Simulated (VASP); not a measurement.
# Ba (P6/mmm) in VASP: single point with LDA

Aim: the single point of Ba with LDA.

Everything below comes from runs of VASP 6.6.1. Logs are shortened: lines on timing, memory, paths and dates and some standing lists are left out, and cuts for length are marked.

## Step 1: The cell of the first run

Symmetry: P6/mmm, No. 191, hexagonal system. The conventional cell has a = 4.308 Å, b = 4.308 Å, c = 5.226 Å, α = 90.00°, β = 90.00°, γ = 120.00°. Ba (site symmetry 6/mmm) has 8 Ba at 4.31 to 5.23 Å within 5.6 Å.

## Step 2: Single point, LDA

Input file INCAR:

```
  ALGO = Normal
  EDIFF = 1E-7
  ENCUT = 520
  GGA = CA
  ISIF = 2
  ISMEAR = -1
  LASPH = True
  LCHARG = False
  LREAL = False
  LWAVE = False
  NBANDS = 11
  NELM = 100
  PREC = Accurate
  SIGMA = 0.1
```

Input file KPOINTS:

```
k-points
0
Gamma
  8 8 6
```

Input file POSCAR:

```
Ba
1.0
    4.3076140000      0.0000000000      0.0000000000
   -2.1538070000      3.7305040000      0.0000000000
    0.0000000000      0.0000000000      5.2258550000
Ba
1
Direct
    0.0000000000      0.0000000000      0.0000000000
```

Potentials or basis: VASP PAW LDA potentials, release 64 (Ba_sv).

On the command line:

```console
cat potpaw_LDA.64/Ba_sv/POTCAR > POTCAR
mpirun -np 1 vasp_std > vasp.out
```

OUTCAR:

```text
EDIFF = 1E-7
   ENCUT = 520
   GGA = CA
   ISIF = 2
   ISMEAR = -1
   LASPH = True
   LREAL = False
   NELM = 100
   PREC = Accurate

 ion  position               nearest neighbor table
   1  0.000  0.000  0.000-

  LATTYP: Found a hexagonal cell.
 ALAT       =     4.3076140000
 C/A-ratio  =     1.2131669644

  Lattice vectors:

 A1 = (   4.3076140000,   0.0000000000,   0.0000000000)
 A2 = (  -2.1538070000,   3.7305040000,   0.0000000000)
 A3 = (   0.0000000000,   0.0000000000,   5.2258550000)

Analysis of symmetry for initial positions (statically):
=====================================================================
 Subroutine PRICEL returns:
 Original cell was already a primitive cell.

 Routine SETGRP: Setting up the symmetry group for a
 hexagonal supercell.

 Subroutine GETGRP returns: Found 24 space group operations
 (whereof 24 operations were pure point group operations)
 out of a pool of 24 trial point group operations.

The static configuration has the point symmetry D_6h.

Analysis of symmetry for dynamics (positions and initial velocities):
=====================================================================
 Subroutine PRICEL returns:
 Original cell was already a primitive cell.

 Routine SETGRP: Setting up the symmetry group for a
 hexagonal supercell.

 Subroutine GETGRP returns: Found 24 space group operations
 (whereof 24 operations were pure point group operations)
 out of a pool of 24 trial point group operations.

The dynamic configuration has the point symmetry D_6h.

 Subroutine INISYM returns: Found 24 space group operations
 (whereof 24 operations are pure point group operations),
 and found     1 'primitive' translations

----------------------------------------------------------------------------------------

                                     Primitive cell

  volume of cell :      83.9772

  direct lattice vectors                    reciprocal lattice vectors
     4.307614000  0.000000000  0.000000000     0.232147077  0.134030147  0.000000000
    -2.153807000  3.730504000  0.000000000     0.000000000  0.268060294  0.000000000
     0.000000000  0.000000000  5.225855000     0.000000000  0.000000000  0.191356247

  length of vectors
     4.307614000  4.307614733  5.225855000     0.268060340  0.268060294  0.191356247

  position of ions in fractional coordinates (direct lattice)
     0.000000000  0.000000000  0.000000000

  ion indices of the primitive-cell ions
   primitive index   ion index
                 1           1

[... 72 lines left out ...]
   LREAL  =      F    real-space projection
   EDIFFG = 0.1E-05   stopping-criterion for IOM
   NSW    =      0    number of steps for IOM
   IBRION =     -1    ionic relax: 0-MD 1-quasi-New 2-CG
   NFREE  =      0    steps in history (QN), initial steepest desc. (CG)
   ISIF   =      2    stress and relaxation
   ISYM   =      2    0-nonsym 1-usesym 2-fastsym
   POTIM  = 0.5000    time-step for ionic-motion
   TEBEG  =    0.0;   TEEND  =   0.0 temperature during run
   PSTRESS=    0.0 pullay stress
   NELECT =      10.0000    total number of electrons
   NUPDOWN=      -1.0000    fix difference up-down
   EMIN   =  10.00;   EMAX   =-10.00  energy-range for DOS
   EFERMI =   0.00;   METHOD = LEGACY
   ISMEAR =    -1;   SIGMA  =   0.10  broadening in eV -4-tet -1-fermi 0-gaus
   EFERMI_NEDOS =   21; number of points for ismear=-14 and -15
   IALGO  =     38    algorithm
   IMIX   =      4    mixing-type and parameters
     AMIX     =   0.40;   BMIX     =  1.00
     AMIX_MAG =   1.60;   BMIX_MAG =  1.00
  volume/ion in A,a.u.               =      83.98       566.71
  Fermi-wavevector in a.u.,A,eV,Ry     =   0.805417  1.522018  8.826059  0.648697
  Thomas-Fermi vector in A             =   1.913658
   LORBIT       =      0    0 simple, 1 ext, 2 COOP (PROOUT), +10 PAW based schemes
   GGA     = CA    functional components
   LHFCALC =     F    Hartree Fock is set to
   AEXX    =    0.0000 exact exchange contribution
   IVDW    =     0    specifies the selected vdW correction
   LEPSILON=     F    determine dielectric tensor
   LRPA    =     F    only Hartree local field effects (RPA)
 non-spin polarized calculation
  energy-cutoff  :      520.00
  volume of cell :       83.98
 maximum number of plane-waves:      2280
   NGX = 17   NGY = 17   NGZ = 19

 number of electron      10.0000001 magnetization

 Free energy of the ion-electron system (eV)
  ---------------------------------------------------
  ext. energy  EPLUGINS =         0.00000000
  ---------------------------------------------------
  free energy    TOTEN  =        -1.76646547 eV

  energy without entropy =       -1.68661121  energy(sigma->0) =       -1.72653834

 E-fermi :   0.5110     XC(G=0):  -6.6264

 val. band max:        0.4803778226   @ k =   0.2500   0.2500   0.1667
 cond. band min:       0.5475812508   @ k =   0.2500   0.2500   0.5000
 fundamental gap:      0.0672034282
 Fermi energy:         0.5110060642

 k-point     1 :       0.0000    0.0000    0.0000
  band No.  band energies     occupation
      1     -28.6921      2.00000
      2     -13.9041      2.00000
      3     -13.5988      2.00000
      4     -13.5988      2.00000
      5      -1.9091      2.00000
      6       0.6211      0.49927
      7       2.2454      0.00000
      8       2.2454      0.00000
      9       4.1852      0.00000
     10       4.1852      0.00000
     11       4.3674      0.00000
[... 309 lines left out ...]
 k-point    24 :       0.3750    0.0000    0.3333
  band No.  band energies     occupation
      1     -28.6553      2.00000
      2     -14.0117      2.00000
      3     -13.8802      2.00000
      4     -13.6938      2.00000
      5       0.0060      1.98727
      6       0.5536      0.79039
      7       2.1585      0.00000
      8       2.4604      0.00000
      9       3.2379      0.00000
     10       4.4766      0.00000
     11       4.7861      0.00000

 [... further k-points ...]
[... 5 lines left out ...]
  --------------------------------------------------------------------------------------
  -------------------------------------------------------------------------------------
  Total       -0.3673669     -0.3673671     -1.1861734      0.0000000      0.0000000      0.0000000
  in kB       -7.0088858     -7.0088890    -22.6306547      0.0000000      0.0000000      0.0000000
  external PRESSURE =     -12.2161432 kB  Pullay stress =       0.0000000 kB

 VOLUME and BASIS-vectors are now :
 -----------------------------------------------------------------------------
  energy-cutoff  :      520.00
  volume of cell :       83.98
      direct lattice vectors                 reciprocal lattice vectors
     4.307614000  0.000000000  0.000000000     0.232147077  0.134030147  0.000000000
    -2.153807000  3.730504000  0.000000000     0.000000000  0.268060294  0.000000000
     0.000000000  0.000000000  5.225855000     0.000000000  0.000000000  0.191356247

 POSITION                                       TOTAL-FORCE (eV/Angst)
 -----------------------------------------------------------------------------------
      0.00000      0.00000      0.00000        -0.000000      0.000000      0.000000
 -----------------------------------------------------------------------------------
    total drift:                               -0.000000     -0.000000     -0.000000

  FREE ENERGIE OF THE ION-ELECTRON SYSTEM (eV)
  ---------------------------------------------------
  free  energy   TOTEN  =        -1.7664654672 eV

  energy  without entropy=       -1.6866112081  energy(sigma->0) =       -1.72653834
```

Run time: 25 s. Hardware: 1 thread of AMD EPYC 7R43 (Zen 3), shared host; peak memory 0.15 GiB.

What came out:

```
Free energy            : -1.7665 eV
Pressure               : -1.2 GPa
Band gap on the k mesh : zero (band 5 reaches 0.86 eV, above the bottom of band 6 at 0.31 eV)
```

Stress tensor (GPa, compression positive):
```
-0.70  0.00  0.00
 0.00 -0.70  0.00
 0.00  0.00 -2.26
```

Caveat: spin-orbit coupling is left out, which moves the levels of the heavy elements.
